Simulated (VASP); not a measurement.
# Al3B2Sb (Amm2) in VASP: relaxation of cell and atoms with PBE

Aim: the relaxation of cell and atoms of Al3B2Sb with PBE.

Program: VASP 6.6.1. These are calculated values, not measurements. Logs are shortened: lines on timing, memory, paths and dates and some standing lists are left out, and cuts for length are marked.

### Step 1. The cell of the first run

It takes space group Amm2 (No. 38, orthorhombic). The conventional cell has a = 2.730 Å, b = 10.778 Å, c = 6.326 Å, α = 90.00°, β = 90.00°, γ = 90.00°. Within 3.0 Å of Al (site symmetry mm2) lie 4 B at 2.29 Å and 2 Al at 2.73 Å and 1 Sb at 2.79 Å. Al (site symmetry m) has 4 B at 2.29 to 2.30 Å and 2 Al at 2.73 Å and 1 Sb at 2.79 Å within 3.0 Å. Within 3.0 Å of B (site symmetry m) lie 6 Al at 2.29 to 2.30 Å and 2 B at 2.73 Å. Within 3.6 Å of Sb (site symmetry mm2) lie 2 Sb at 2.73 Å and 6 Al at 2.79 to 3.54 Å.

### Step 2. Relaxation of cell and atoms, PBE

The input, INCAR:

```
ALGO = Fast
EDIFF = 1E-6
EDIFFG = -0.01
ENCUT = 600
GGA = PE
IBRION = 2
ISIF = 3
ISMEAR = 0
LASPH = True
LCHARG = False
LREAL = False
LWAVE = False
NELM = 100
NSW = 100
PREC = Accurate
SIGMA = 0.1
```

The input, KPOINTS:

```
k-points
0
Gamma
  14 8 8
```

The input, POSCAR:

```
Al3B2Sb
1.0
    2.7301588860      0.0000000000      0.0000000000
    0.0000000000      5.3890555331      3.1630013584
    0.0000000000     -5.3890555331      3.1630013584
Al B Sb
3 2 1
Direct
    0.0000000000      0.4424869562      0.4424869562
    0.0000000000      0.5538438902      0.9997325131
    0.0000000000      0.9997325131      0.5538438902
    0.5000000000      0.6685334552      0.3337560005
    0.5000000000      0.3337560005      0.6685334552
    0.0000000000      0.0014844213      0.0014844213
```

Potentials or basis: VASP PAW PBE potentials, release 64 (Al, B, Sb).

Run with:

```console
> cat potpaw_PBE.64/Al/POTCAR potpaw_PBE.64/B/POTCAR potpaw_PBE.64/Sb/POTCAR > POTCAR
> mpirun -np 1 vasp_std > vasp.out
```

OUTCAR:

```text
EDIFF = 1E-6
   EDIFFG = -0.01
   ENCUT = 600
   GGA = PE
   IBRION = 2
   ISIF = 3
   ISMEAR = 0
   LASPH = True
   LREAL = False
   NELM = 100
   NSW = 100
   PREC = Accurate

 ion  position               nearest neighbor table
   1  0.000  0.442  0.442-   4 2.29   5 2.29   4 2.29   5 2.29   6 2.79   3 3.16   2 3.16   2 3.20
                             3 3.20   6 3.54
   2  0.000  0.554  1.000-   5 2.29   5 2.29   4 2.30   4 2.30   6 2.79   1 3.16   1 3.20   3 3.22
                             3 3.22   6 3.46
   3  0.000  1.000  0.554-   4 2.29   4 2.29   5 2.30   5 2.30   6 2.79   1 3.16   1 3.20   2 3.22
                             2 3.22   6 3.46
   4  0.500  0.669  0.334-   1 2.29   1 2.29   3 2.29   3 2.29   2 2.30   2 2.30
   5  0.500  0.334  0.669-   1 2.29   1 2.29   2 2.29   2 2.29   3 2.30   3 2.30
   6  0.000  0.001  0.001-   1 2.79   2 2.79   3 2.79   3 3.46   2 3.46   1 3.54

  LATTYP: Found a base centered orthorhombic cell.
 ALAT       =     6.3260027168
 B/A-ratio  =     1.7037790764
 C/A-ratio  =     0.4315772547

  Lattice vectors:

 A1 = (   0.0000000000,   5.3890555331,   3.1630013584)
 A2 = (   0.0000000000,  -5.3890555331,   3.1630013584)
 A3 = (   2.7301588860,   0.0000000000,   0.0000000000)

Analysis of symmetry for initial positions (statically):
=====================================================================
 Subroutine PRICEL returns:
 Original cell was already a primitive cell.

 Routine SETGRP: Setting up the symmetry group for a
 base centered orthorhombic supercell.

 Subroutine GETGRP returns: Found  4 space group operations
 (whereof  4 operations were pure point group operations)
 out of a pool of  8 trial point group operations.

The static configuration has the point symmetry C_2v.

Analysis of symmetry for dynamics (positions and initial velocities):
=====================================================================
 Subroutine PRICEL returns:
 Original cell was already a primitive cell.

 Routine SETGRP: Setting up the symmetry group for a
 base centered orthorhombic supercell.

 Subroutine GETGRP returns: Found  4 space group operations
 (whereof  4 operations were pure point group operations)
 out of a pool of  8 trial point group operations.

The dynamic configuration has the point symmetry C_2v.

 Subroutine INISYM returns: Found  4 space group operations
 (whereof  4 operations are pure point group operations),
 and found     1 'primitive' translations

----------------------------------------------------------------------------------------

                                     Primitive cell

  volume of cell :      93.0743

  direct lattice vectors                    reciprocal lattice vectors
     2.730158886  0.000000000  0.000000000     0.366279049  0.000000000  0.000000000
     0.000000000  5.389055533  3.163001358     0.000000000  0.092780636  0.158077706
     0.000000000 -5.389055533  3.163001358     0.000000000 -0.092780636  0.158077706

  length of vectors
     2.730158886  6.248719639  6.248719639     0.366279049  0.183294320  0.183294320

  position of ions in fractional coordinates (direct lattice)
     0.000000000  0.442486956  0.442486956
     0.000000000  0.553843890  0.999732513
     0.000000000  0.999732513  0.553843890
     0.500000000  0.668533455  0.333756001
     0.500000000  0.333756001  0.668533455
     0.000000000  0.001484421  0.001484421

  ion indices of the primitive-cell ions
   primitive index   ion index
                 1           1
                 2           2
                 3           3
                 4           4
                 5           5
                 6           6

----------------------------------------------------------------------------------------

 KPOINTS: k-points

Automatic generation of k-mesh.
 Grid dimensions read from file:
 generate k-points for:   14    8    8

 Generating k-lattice:

  Cartesian coordinates                     Fractional coordinates (reciprocal lattice)
     0.026162789  0.000000000  0.000000000     0.071428571  0.000000000  0.000000000
     0.000000000  0.011597580  0.019759713     0.000000000  0.125000000  0.000000000
     0.000000000 -0.011597580  0.019759713     0.000000000  0.000000000  0.125000000

  Length of vectors
     0.026162789  0.022911790  0.022911790

  Shift w.r.t. Gamma in fractional coordinates (k-lattice)
     0.000000000  0.000000000  0.000000000

 Subroutine IBZKPT returns following result:
 ===========================================

 Found    168 irreducible k-points:

 Following reciprocal coordinates:
            Coordinates               Weight
  0.000000  0.000000  0.000000      1.000000
  0.071429  0.000000  0.000000      2.000000
  0.142857  0.000000  0.000000      2.000000
  0.214286  0.000000  0.000000      2.000000
  0.285714  0.000000  0.000000      2.000000
  0.357143  0.000000  0.000000      2.000000
[... 16 lines left out ...]
  0.428571  0.250000  0.000000      8.000000
  0.500000  0.250000  0.000000      4.000000
 [... further k-points ...]
   k-points           NKPTS =    168   k-points in BZ     NKDIM =    168   number of bands    NBANDS=     14
   number of dos      NEDOS =    301   number of ions     NIONS =      6
   total plane-waves  NPLWV =  60000
   dimension x,y,z NGX =    24 NGY =   50 NGZ =   50
   dimension x,y,z NGXF=    48 NGYF=  100 NGZF=  100
   ions per type =               3   2   1
   NGX,Y,Z   is equivalent  to a cutoff of  14.61, 13.30, 13.30 a.u.
   NGXF,Y,Z  is equivalent  to a cutoff of  29.23, 26.60, 26.60 a.u.
 SYSTEM =  unknown system
   PREC   = accura    normal or accurate (medium, high low for compatibility)
   ISTART =      0    job   : 0-new  1-cont  2-samecut
   ICHARG =      2    charge: 1-file 2-atom 10-const
   ISPIN  =      1    spin polarized calculation?
   LNONCOLLINEAR =      F non collinear calculations
   LSORBIT =      F    spin-orbit coupling
   LASPH  =      T    aspherical Exc in radial PAW
   ENCUT  =  600.0 eV  44.10 Ry    6.64 a.u.   5.45 12.48 12.48*2*pi/ulx,y,z
   NELM   =    100;   NELMIN=  2; NELMDL= -5     # of ELM steps
   EDIFF  = 0.1E-05   stopping-criterion for ELM
   LREAL  =      F    real-space projection
   EDIFFG = -.1E-01   stopping-criterion for IOM
   NSW    =    100    number of steps for IOM
   IBRION =      2    ionic relax: 0-MD 1-quasi-New 2-CG
   NFREE  =      1    steps in history (QN), initial steepest desc. (CG)
   ISIF   =      3    stress and relaxation
   ISYM   =      2    0-nonsym 1-usesym 2-fastsym
   POTIM  = 0.5000    time-step for ionic-motion
   TEBEG  =    0.0;   TEEND  =   0.0 temperature during run
   PSTRESS=    0.0 pullay stress
   NELECT =      20.0000    total number of electrons
   NUPDOWN=      -1.0000    fix difference up-down
   EMIN   =  10.00;   EMAX   =-10.00  energy-range for DOS
   EFERMI =   0.00;   METHOD = LEGACY
   ISMEAR =     0;   SIGMA  =   0.10  broadening in eV -4-tet -1-fermi 0-gaus
   EFERMI_NEDOS =   21; number of points for ismear=-14 and -15
   IALGO  =     68    algorithm
   IMIX   =      4    mixing-type and parameters
     AMIX     =   0.40;   BMIX     =  1.00
     AMIX_MAG =   1.60;   BMIX_MAG =  1.00
  volume/ion in A,a.u.               =      15.51       104.68
  Fermi-wavevector in a.u.,A,eV,Ry     =   0.980562  1.852993 13.082014  0.961501
  Thomas-Fermi vector in A             =   2.111501
   LORBIT       =      0    0 simple, 1 ext, 2 COOP (PROOUT), +10 PAW based schemes
   GGA     = PE    functional components
   LHFCALC =     F    Hartree Fock is set to
   AEXX    =    0.0000 exact exchange contribution
   IVDW    =     0    specifies the selected vdW correction
   LEPSILON=     F    determine dielectric tensor
   LRPA    =     F    only Hartree local field effects (RPA)
 conjugate gradient relaxation of ions
 non-spin polarized calculation
 RMM-DIIS sequential band-by-band and
 Gauss-broadening in eV      SIGMA  =   0.10
  energy-cutoff  :      600.00
  volume of cell :       93.07
 maximum number of plane-waves:      3153
 NGX is ok and might be reduce to    24
   NGX = 11   NGY = 25   NGZ = 25

--------------------------------------- Ionic step        1  -------------------------------------------

 number of electron      20.0000000 magnetization

 Free energy of the ion-electron system (eV)
  ---------------------------------------------------
  ext. energy  EPLUGINS =         0.00000000
  ---------------------------------------------------
  free energy    TOTEN  =       -26.60207548 eV

  energy without entropy =      -26.58581460  energy(sigma->0) =      -26.59394504

------------------------ aborting loop because EDIFF is reached ----------------------------------------

  FORCE on cell =-STRESS in cart. coord.  units (eV):
  Direction    XX          YY          ZZ          XY          YZ          ZX
  --------------------------------------------------------------------------------------
  -------------------------------------------------------------------------------------
  Total        1.7695553     -0.7421680     -1.3222174      0.0000000      0.0000000      0.0000000
  in kB       30.4610431    -12.7756457    -22.7605887      0.0000000      0.0000000      0.0000000
  external PRESSURE =      -1.6917304 kB  Pullay stress =       0.0000000 kB
[... 101 lines left out ...]
  FREE ENERGIE OF THE ION-ELECTRON SYSTEM (eV)
  ---------------------------------------------------
  free  energy   TOTEN  =       -26.6324071181 eV

  energy  without entropy=      -26.6163278642  energy(sigma->0) =      -26.62436749

[... ionic steps 4 to 17 ...]

--------------------------------------- Ionic step       18  -------------------------------------------

 number of electron      20.0000000 magnetization

------------------------ aborting loop because EDIFF is reached ----------------------------------------
[... 75 lines left out ...]
--------------------------------------- Ionic step       20  -------------------------------------------

 number of electron      20.0000000 magnetization

 Free energy of the ion-electron system (eV)
  ---------------------------------------------------
  ext. energy  EPLUGINS =         0.00000000
  ---------------------------------------------------
  free energy    TOTEN  =       -26.66631492 eV

  energy without entropy =      -26.64917744  energy(sigma->0) =      -26.65774618

 E-fermi :   7.4487     XC(G=0): -10.4030

 val. band max:        7.4300848371   @ k =   0.4286   0.2500   0.0000
 cond. band min:       7.4531363512   @ k =   0.1429   0.1250   0.1250
 fundamental gap:      0.0230515141
 Fermi energy:         7.4486785208

 k-point     1 :       0.0000    0.0000    0.0000
  band No.  band energies     occupation
      1      -4.8352      2.00000
      2      -1.9924      2.00000
      3      -1.1027      2.00000
      4       1.0241      2.00000
      5       1.0242      2.00000
      6       2.1427      2.00000
      7       2.1466      2.00000
      8       7.5512      0.14713
      9       7.5605      0.11384
     10      10.1638      0.00000
     11      10.6485      0.00000
     12      10.9542      0.00000
     13      12.6596      0.00000
     14      13.1742      0.00000
[... 377 lines left out ...]
      1      -0.3925      2.00000
      2       0.2489      2.00000
      3       1.7417      2.00000
      4       2.0636      2.00000
      5       2.2761      2.00000
      6       3.2120      2.00000
      7       4.2183      2.00000
      8       5.1537      2.00000
      9       5.2733      2.00000
     10       6.1673      2.00000
     11       7.5947      0.03894
     12       7.6374      0.00762
     13       8.2903      0.00000
     14       8.8026      0.00000

 [... further k-points ...]
[... 5 lines left out ...]
  --------------------------------------------------------------------------------------
  -------------------------------------------------------------------------------------
  Total        0.0228050      0.0075820      0.0074059      0.0000000      0.0000000      0.0000000
  in kB        0.3999637      0.1329773      0.1298873      0.0000000      0.0000000      0.0000000
  external PRESSURE =       0.2209427 kB  Pullay stress =       0.0000000 kB
[... 21 lines left out ...]
  FREE ENERGIE OF THE ION-ELECTRON SYSTEM (eV)
  ---------------------------------------------------
  free  energy   TOTEN  =       -26.6663149187 eV

  energy  without entropy=      -26.6491774373  energy(sigma->0) =      -26.65774618

 reached required accuracy - stopping structural energy minimisation
```

Run time: 43 min. Hardware: 1 thread of AMD EPYC 9755, shared host; peak memory 0.44 GiB.

What came out:

```yaml
Free_energy: -26.6663 eV
Relaxed_volume: 15.23 Å³/atom
Relaxed_cell: a = 2.798 Å, b = 6.141 Å, c = 6.141 Å, α = 120.03°, β = 90.00°, γ = 90.00°
Space_group_after_relaxing_to_0.1_Å: P-62m (No. 189)
Energy_gained_by_relaxing: 10.7 meV/atom
Ionic_steps: 20
Pressure_after_relaxing: 0.0 GPa
Largest_force_after_relaxing: 0.010 eV/Å
```

Forces in eV/Å, atoms in the order of the input:
```
Al   0.000  0.000 -0.010
Al   0.000 -0.003  0.001
Al   0.000  0.003  0.001
B    0.000 -0.001  0.005
B    0.000  0.001  0.005
Sb   0.000  0.000 -0.003
```

The path:
| step | energy change (eV) | largest force (eV/Å) | pressure (GPa) | volume (Å³) |
| --- | --- | --- | --- | --- |
| 1 | 0.0000 | 0.1973 | -0.17 | 93.07 |
| 2 | -0.0289 | 0.2178 | -0.31 | 92.84 |
| 3 | -0.0303 | 0.2278 | -0.33 | 92.77 |
| 4 | -0.0372 | 0.2019 | 0.08 | 92.29 |
| 5 | -0.0461 | 0.1392 | 1.34 | 90.89 |
| 6 | -0.0497 | 0.1204 | 1.12 | 91.05 |
| 7 | -0.0573 | 0.0717 | 0.44 | 91.51 |
| 8 | -0.0597 | 0.0312 | -0.81 | 92.45 |
| 9 | -0.0606 | 0.0256 | -0.42 | 92.14 |
| 10 | -0.0615 | 0.0256 | -0.29 | 91.97 |
| 11 | -0.0630 | 0.0264 | 0.11 | 91.47 |
| 12 | -0.0631 | 0.0282 | 0.24 | 91.31 |
| 13 | -0.0637 | 0.0262 | 0.05 | 91.42 |
| 14 | -0.0639 | 0.0248 | -0.10 | 91.52 |
| 15 | -0.0641 | 0.0186 | -0.01 | 91.41 |
| 16 | -0.0641 | 0.0152 | 0.04 | 91.34 |
| 17 | -0.0641 | 0.0134 | 0.07 | 91.32 |
| 18 | -0.0642 | 0.0120 | 0.00 | 91.38 |
| 19 | -0.0642 | 0.0121 | -0.04 | 91.42 |
| 20 | -0.0642 | 0.0098 | 0.02 | 91.35 |

Final structure:
```cif
data_structure
_symmetry_space_group_name_H-M 'P 1'
_symmetry_Int_Tables_number 1
_cell_length_a 2.7984
_cell_length_b 6.1406
_cell_length_c 6.1406
_cell_angle_alpha 120.032
_cell_angle_beta 90.000
_cell_angle_gamma 90.000
_cell_volume 91.35
loop_
_atom_site_label
_atom_site_type_symbol
_atom_site_fract_x
_atom_site_fract_y
_atom_site_fract_z
_atom_site_occupancy
Al1 Al 0.00000 0.47254 0.47254 1
Al2 Al 0.00000 0.52835 0.99970 1
Al3 Al 0.00000 0.99970 0.52835 1
B1 B 0.50000 0.66626 0.33292 1
B2 B 0.50000 0.33292 0.66626 1
Sb1 Sb 0.00000 0.00006 0.00006 1
```

Caveat: the highest band is partly filled, so the run has too few bands; spin-orbit coupling is left out, which moves the levels of the heavy elements.
